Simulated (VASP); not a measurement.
# Al3GaAs4 (Pmm2) in VASP: further runs

Al3GaAs4 is run at these levels: PBE; tasks: single point, relaxation of cell and atoms.

Everything below comes from runs of VASP 6.6.1. Logs are shortened: lines on timing, memory, paths and dates and some standing lists are left out, and cuts for length are marked.

**1. The cell of the first run**

The structure is orthorhombic, space group Pmm2 (No. 25). Conventional cell: a = 3.846 Å, b = 7.692 Å, c = 5.439 Å, α = 90.00°, β = 90.00°, γ = 90.00°. Al (site symmetry m) has 4 As at 2.36 Å within 3.1 Å. Within 3.1 Å of Al (site symmetry mm2) lie 4 As at 2.36 Å. Within 3.1 Å of Ga (site symmetry mm2) lie 4 As at 2.36 Å. Within 3.1 Å of As (site symmetry mm2) lie 2 Al at 2.36 Å and 2 Ga at 2.36 Å. As (site symmetry m) has 3 Al at 2.36 Å and 1 Ga at 2.36 Å within 3.1 Å. As (site symmetry mm2) has 4 Al at 2.36 Å within 3.1 Å.

**2. Single point, PBE**

Contents of INCAR:

```
SYSTEM = Al3GaAs4
  PREC = Accurate
  ENCUT = 520
  EDIFF = 1E-6
  ISMEAR = 0
  SIGMA = 0.1
  LREAL = .FALSE.
  LASPH = .TRUE.
  NELM = 60
  ALGO = Normal
  ISIF = 2
  LWAVE = .FALSE.
  LCHARG = .TRUE.
  GGA = PE
  LELF = .TRUE.
  LVHAR = .TRUE.
  NBANDS = 31
```

Contents of KPOINTS:

```
regular mesh
0
G
  4 2 4
  0 0 0
```

Contents of POSCAR:

```
Al3GaAs4
1.0
    3.8458615300      0.0000000000      0.0000000000
    0.0000000000      7.6917230500      0.0000000000
    0.0000000000      0.0000000000      5.4388695300
Al Ga As
3 1 4
Direct
    0.0000000000      0.7500000000      0.0000000000
    0.0000000000      0.2500000000      0.0000000000
    0.5000000000      0.5000000000      0.5000000000
    0.5000000000      0.0000000000      0.5000000000
    0.0000000000      0.0000000000      0.2500000000
    0.5000000000      0.2500000000      0.7500000000
    0.0000000000      0.5000000000      0.2500000000
    0.5000000000      0.7500000000      0.7500000000
```

Potentials or basis: VASP PAW PBE potentials, release 64 (Al, Ga_d, As).

Launch:

```console
$ cat potpaw_PBE.64/Al/POTCAR potpaw_PBE.64/Ga_d/POTCAR potpaw_PBE.64/As/POTCAR > POTCAR
$ mpirun -np 1 vasp_std > vasp.out
```

OUTCAR:

```text
SYSTEM = Al3GaAs4
   PREC = Accurate
   ENCUT = 520
   EDIFF = 1E-6
   ISMEAR = 0
   LREAL = .FALSE.
   LASPH = .TRUE.
   NELM = 60
   ISIF = 2
   GGA = PE

 ion  position               nearest neighbor table
   1  0.000  0.750  0.000-   5 2.36   7 2.36   8 2.36   8 2.36
   2  0.000  0.250  0.000-   5 2.36   7 2.36   6 2.36   6 2.36
   3  0.500  0.500  0.500-   6 2.36   8 2.36   7 2.36   7 2.36
   4  0.500  0.000  0.500-   6 2.36   8 2.36   5 2.36   5 2.36
   5  0.000  0.000  0.250-   1 2.36   2 2.36   4 2.36   4 2.36
   6  0.500  0.250  0.750-   3 2.36   4 2.36   2 2.36   2 2.36
   7  0.000  0.500  0.250-   1 2.36   2 2.36   3 2.36   3 2.36
   8  0.500  0.750  0.750-   3 2.36   4 2.36   1 2.36   1 2.36

  LATTYP: Found a simple orthorhombic cell.
 ALAT       =     3.8458615300
 B/A-ratio  =     1.4142135611
 C/A-ratio  =     1.9999999974

  Lattice vectors:

 A1 = (  -3.8458615300,   0.0000000000,   0.0000000000)
 A2 = (   0.0000000000,   0.0000000000,   5.4388695300)
 A3 = (   0.0000000000,   7.6917230500,   0.0000000000)

Analysis of symmetry for initial positions (statically):
=====================================================================
 Subroutine PRICEL returns:
 Original cell was already a primitive cell.

 Routine SETGRP: Setting up the symmetry group for a
 simple orthorhombic supercell.

 Subroutine GETGRP returns: Found  4 space group operations
 (whereof  4 operations were pure point group operations)
 out of a pool of  8 trial point group operations.

The static configuration has the point symmetry C_2v.

Analysis of symmetry for dynamics (positions and initial velocities):
=====================================================================
 Subroutine PRICEL returns:
 Original cell was already a primitive cell.

 Routine SETGRP: Setting up the symmetry group for a
 simple orthorhombic supercell.

 Subroutine GETGRP returns: Found  4 space group operations
 (whereof  4 operations were pure point group operations)
 out of a pool of  8 trial point group operations.

The dynamic configuration has the point symmetry C_2v.

 Subroutine INISYM returns: Found  4 space group operations
 (whereof  4 operations are pure point group operations),
 and found     1 'primitive' translations

----------------------------------------------------------------------------------------

                                     Primitive cell

  volume of cell :     160.8888

  direct lattice vectors                    reciprocal lattice vectors
     3.845861530  0.000000000  0.000000000     0.260019762  0.000000000  0.000000000
     0.000000000  7.691723050  0.000000000     0.000000000  0.130009881  0.000000000
     0.000000000  0.000000000  5.438869530     0.000000000  0.000000000  0.183861737

  length of vectors
     3.845861530  7.691723050  5.438869530     0.260019762  0.130009881  0.183861737

  position of ions in fractional coordinates (direct lattice)
     0.000000000  0.750000000  0.000000000
     0.000000000  0.250000000  0.000000000
     0.500000000  0.500000000  0.500000000
     0.500000000  0.000000000  0.500000000
     0.000000000  0.000000000  0.250000000
     0.500000000  0.250000000  0.750000000
     0.000000000  0.500000000  0.250000000
     0.500000000  0.750000000  0.750000000

  ion indices of the primitive-cell ions
   primitive index   ion index
                 1           1
                 2           2
                 3           3
                 4           4
                 5           5
                 6           6
                 7           7
                 8           8

----------------------------------------------------------------------------------------

 KPOINTS: regular mesh

Automatic generation of k-mesh.
 Grid dimensions read from file:
 generate k-points for:    4    2    4

 Generating k-lattice:

  Cartesian coordinates                     Fractional coordinates (reciprocal lattice)
     0.065004941  0.000000000  0.000000000     0.250000000  0.000000000  0.000000000
     0.000000000  0.065004941  0.000000000     0.000000000  0.500000000  0.000000000
     0.000000000  0.000000000  0.045965434     0.000000000  0.000000000  0.250000000

  Length of vectors
     0.065004941  0.065004941  0.045965434

  Shift w.r.t. Gamma in fractional coordinates (k-lattice)
     0.000000000  0.000000000  0.000000000

 Subroutine IBZKPT returns following result:
 ===========================================

 Found     18 irreducible k-points:

 Following reciprocal coordinates:
            Coordinates               Weight
  0.000000  0.000000  0.000000      1.000000
  0.250000  0.000000  0.000000      2.000000
  0.500000  0.000000  0.000000      1.000000
  0.000000  0.500000  0.000000      1.000000
  0.250000  0.500000  0.000000      2.000000
  0.500000  0.500000  0.000000      1.000000
[... 10 lines left out ...]
  0.250000  0.500000  0.500000      2.000000
  0.500000  0.500000  0.500000      1.000000
   k-points           NKPTS =     18   k-points in BZ     NKDIM =     18   number of bands    NBANDS=     31
   number of dos      NEDOS =    301   number of ions     NIONS =      8
   total plane-waves  NPLWV =  72000
   dimension x,y,z NGX =    30 NGY =   60 NGZ =   40
   dimension x,y,z NGXF=    60 NGYF=  120 NGZF=   80
   ions per type =               3   1   4
   NGX,Y,Z   is equivalent  to a cutoff of  12.97, 12.97, 12.23 a.u.
   NGXF,Y,Z  is equivalent  to a cutoff of  25.94, 25.94, 24.45 a.u.
 SYSTEM =  Al3GaAs4
   PREC   = accura    normal or accurate (medium, high low for compatibility)
   ISTART =      0    job   : 0-new  1-cont  2-samecut
   ICHARG =      2    charge: 1-file 2-atom 10-const
   ISPIN  =      1    spin polarized calculation?
   LNONCOLLINEAR =      F non collinear calculations
   LSORBIT =      F    spin-orbit coupling
   LASPH  =      T    aspherical Exc in radial PAW
   ENCUT  =  520.0 eV  38.22 Ry    6.18 a.u.   7.15 14.30 10.11*2*pi/ulx,y,z
   NELM   =     60;   NELMIN=  2; NELMDL= -5     # of ELM steps
   EDIFF  = 0.1E-05   stopping-criterion for ELM
   LREAL  =      F    real-space projection
   EDIFFG = 0.1E-04   stopping-criterion for IOM
   NSW    =      0    number of steps for IOM
   IBRION =     -1    ionic relax: 0-MD 1-quasi-New 2-CG
   NFREE  =      0    steps in history (QN), initial steepest desc. (CG)
   ISIF   =      2    stress and relaxation
   ISYM   =      2    0-nonsym 1-usesym 2-fastsym
   POTIM  = 0.5000    time-step for ionic-motion
   TEBEG  =    0.0;   TEEND  =   0.0 temperature during run
   PSTRESS=    0.0 pullay stress
   NELECT =      42.0000    total number of electrons
   NUPDOWN=      -1.0000    fix difference up-down
   EMIN   =  10.00;   EMAX   =-10.00  energy-range for DOS
   EFERMI =   0.00;   METHOD = LEGACY
   ISMEAR =     0;   SIGMA  =   0.10  broadening in eV -4-tet -1-fermi 0-gaus
   EFERMI_NEDOS =   21; number of points for ismear=-14 and -15
   IALGO  =     38    algorithm
   IMIX   =      4    mixing-type and parameters
     AMIX     =   0.40;   BMIX     =  1.00
     AMIX_MAG =   1.60;   BMIX_MAG =  1.00
  volume/ion in A,a.u.               =      20.11       135.72
  Fermi-wavevector in a.u.,A,eV,Ry     =   1.046283  1.977189 14.894416  1.094709
  Thomas-Fermi vector in A             =   2.181115
   LORBIT       =      0    0 simple, 1 ext, 2 COOP (PROOUT), +10 PAW based schemes
   GGA     = PE    functional components
   LHFCALC =     F    Hartree Fock is set to
   AEXX    =    0.0000 exact exchange contribution
   IVDW    =     0    specifies the selected vdW correction
   LEPSILON=     F    determine dielectric tensor
   LRPA    =     F    only Hartree local field effects (RPA)
 non-spin polarized calculation
 Gauss-broadening in eV      SIGMA  =   0.10
  energy-cutoff  :      520.00
  volume of cell :      160.89
 maximum number of plane-waves:      4376
 NGX is ok and might be reduce to    30
   NGX = 15   NGY = 29   NGZ = 21

 number of electron      42.0000022 magnetization

 Free energy of the ion-electron system (eV)
  ---------------------------------------------------
  ext. energy  EPLUGINS =         0.00000000
  ---------------------------------------------------
  free energy    TOTEN  =       -35.09708524 eV

  energy without entropy =      -35.09708524  energy(sigma->0) =      -35.09708524

 E-fermi :   5.4533     XC(G=0):  -9.6618

 val. band max:        5.0211685307   @ k =   0.0000   0.0000   0.0000
 cond. band min:       6.2033157623   @ k =   0.5000   0.0000   0.0000
 fundamental gap:      1.1821472316
 Fermi energy:         5.4532756765

 k-point     1 :       0.0000    0.0000    0.0000
  band No.  band energies     occupation
      1      -9.7392      2.00000
      2      -9.7082      2.00000
      3      -9.6569      2.00000
      4      -9.5991      2.00000
      5      -9.5754      2.00000
      6      -7.8469      2.00000
[... 23 lines left out ...]
     30      11.1025      0.00000
     31      11.1260      0.00000

 k-point     2 :       0.2500    0.0000    0.0000
  band No.  band energies     occupation
      1      -9.7355      2.00000
      2      -9.7041      2.00000
      3      -9.6684      2.00000
      4      -9.5936      2.00000
      5      -9.5843      2.00000
      6      -7.3541      2.00000
[... 23 lines left out ...]
     30      10.1749      0.00000
     31      11.0878      0.00000

 k-point     3 :       0.5000    0.0000    0.0000
  band No.  band energies     occupation
      1      -9.7474      2.00000
      2      -9.7001      2.00000
      3      -9.6640      2.00000
      4      -9.5931      2.00000
      5      -9.5863      2.00000
      6      -6.2137      2.00000
[... 23 lines left out ...]
     30      11.1805      0.00000
     31      11.2662      0.00000

 k-point     4 :       0.0000    0.5000    0.0000
  band No.  band energies     occupation
      1      -9.7382      2.00000
      2      -9.7103      2.00000
      3      -9.6569      2.00000
      4      -9.5990      2.00000
      5      -9.5754      2.00000
      6      -7.4628      2.00000
[... 23 lines left out ...]
     30      10.1128      0.00000
     31      10.3091      0.00000

 k-point     5 :       0.2500    0.5000    0.0000
  band No.  band energies     occupation
      1      -9.7352      2.00000
      2      -9.7056      2.00000
      3      -9.6674      2.00000
      4      -9.5935      2.00000
      5      -9.5844      2.00000
      6      -6.9701      2.00000
[... 23 lines left out ...]
     30      11.0513      0.00000
     31      11.1050      0.00000
[... 338 lines left out ...]
     30      10.9386      0.00000
     31      11.0364      0.00000

 k-point    16 :       0.0000    0.5000    0.5000
  band No.  band energies     occupation
      1      -9.7435      2.00000
      2      -9.7142      2.00000
      3      -9.6576      2.00000
      4      -9.5968      2.00000
      5      -9.5753      2.00000
      6      -6.7536      2.00000
[... 23 lines left out ...]
     30      10.6661      0.00000
     31      10.7730      0.00000

 k-point    17 :       0.2500    0.5000    0.5000
  band No.  band energies     occupation
      1      -9.7407      2.00000
      2      -9.7086      2.00000
      3      -9.6676      2.00000
      4      -9.5913      2.00000
      5      -9.5841      2.00000
      6      -6.3429      2.00000
[... 23 lines left out ...]
     30      11.0925      0.00000
     31      11.2110      0.00000

 k-point    18 :       0.5000    0.5000    0.5000
  band No.  band energies     occupation
      1      -9.7526      2.00000
      2      -9.7033      2.00000
      3      -9.6632      2.00000
      4      -9.5927      2.00000
      5      -9.5842      2.00000
      6      -5.7871      2.00000
[... 23 lines left out ...]
     30      12.0197      0.00000
     31      12.0306      0.00000

------------------------ aborting loop because EDIFF is reached ----------------------------------------

  FORCE on cell =-STRESS in cart. coord.  units (eV):
  Direction    XX          YY          ZZ          XY          YZ          ZX
  --------------------------------------------------------------------------------------
  -------------------------------------------------------------------------------------
  Total       15.5453145     15.5739363     14.3782520      0.0000000      0.0000000      0.0000000
  in kB      154.8047111    155.0897345    143.1827667      0.0000000      0.0000000      0.0000000
  external PRESSURE =     151.0257374 kB  Pullay stress =       0.0000000 kB

 VOLUME and BASIS-vectors are now :
 -----------------------------------------------------------------------------
  energy-cutoff  :      520.00
  volume of cell :      160.89
      direct lattice vectors                 reciprocal lattice vectors
     3.845861530  0.000000000  0.000000000     0.260019762  0.000000000  0.000000000
     0.000000000  7.691723050  0.000000000     0.000000000  0.130009881  0.000000000
     0.000000000  0.000000000  5.438869530     0.000000000  0.000000000  0.183861737

 POSITION                                       TOTAL-FORCE (eV/Angst)
 -----------------------------------------------------------------------------------
      0.00000      5.76879      0.00000         0.000000      0.017499     -0.000043
      0.00000      1.92293      0.00000        -0.000000     -0.017499     -0.000043
      1.92293      3.84586      2.71943        -0.000000      0.000000     -0.007540
      1.92293      0.00000      2.71943        -0.000000      0.000000     -0.012466
      0.00000      0.00000      1.35972        -0.000000      0.000000     -0.112443
      1.92293      1.92293      4.07915        -0.000000      0.039750      0.076268
      0.00000      3.84586      1.35972        -0.000000      0.000000     -0.020000
      1.92293      5.76879      4.07915        -0.000000     -0.039750      0.076268
 -----------------------------------------------------------------------------------
    total drift:                                0.000000      0.000000      0.000047

  FREE ENERGIE OF THE ION-ELECTRON SYSTEM (eV)
  ---------------------------------------------------
  free  energy   TOTEN  =       -35.0970852361 eV

  energy  without entropy=      -35.0970852360  energy(sigma->0) =      -35.09708524
```

Wall time 55 s (1 thread of Intel Xeon 6975P-C (Granite Rapids), shared host); peak memory 0.29 GiB.

What came out:

```
Free energy            : -35.0971 eV
Pressure               : 15.1 GPa
Largest force          : 0.112 eV/Å
Band gap on the k mesh : 1.18 eV (least direct gap 1.20 eV)
```

Forces on the atoms (eV/Å):
```
Al   0.000  0.017  0.000
Al   0.000 -0.017  0.000
Al   0.000  0.000 -0.008
Ga   0.000  0.000 -0.012
As   0.000  0.000 -0.112
As   0.000  0.040  0.076
As   0.000  0.000 -0.020
As   0.000 -0.040  0.076
```

Levels at points of the mesh, in eV from the valence-band top:
```
           k point  band 17  band 18  band 19  band 20  band 21  band 22  band 23  band 24  band 25  band 26
(0.00, 0.00, 0.00)    -1.12    -1.11    -0.03    -0.01     0.00     1.20     1.97     2.69     3.45     3.49
(0.50, 0.00, 0.00)    -2.63    -2.63    -2.61    -1.12    -1.12     1.18     1.19     1.75     2.32     3.45
(0.00, 0.50, 0.00)    -2.17    -1.40    -1.26    -0.30    -0.12     2.00     2.12     3.62     4.00     4.48
(0.50, 0.50, 0.00)    -3.06    -2.53    -2.49    -2.46    -2.46     2.59     2.62     2.83     2.85     3.27
(0.00, 0.00, 0.50)    -1.58    -1.04    -1.03    -0.99    -0.99     1.81     2.45     2.51     2.55     3.84
(0.50, 0.00, 0.50)    -3.43    -1.05    -1.03    -1.00    -0.99     1.99     2.54     4.36     4.41     4.64
(0.00, 0.50, 0.50)    -1.49    -1.46    -1.41    -1.38    -1.22     2.77     3.21     3.29     3.29     4.60
(0.50, 0.50, 0.50)    -3.08    -1.94    -1.93    -1.86    -1.85     3.38     3.78     3.88     4.05     4.18
```

Caveat: the cell stands under pressure. A k mesh can miss the band edges.

(Part 1 of 2 ends here.)
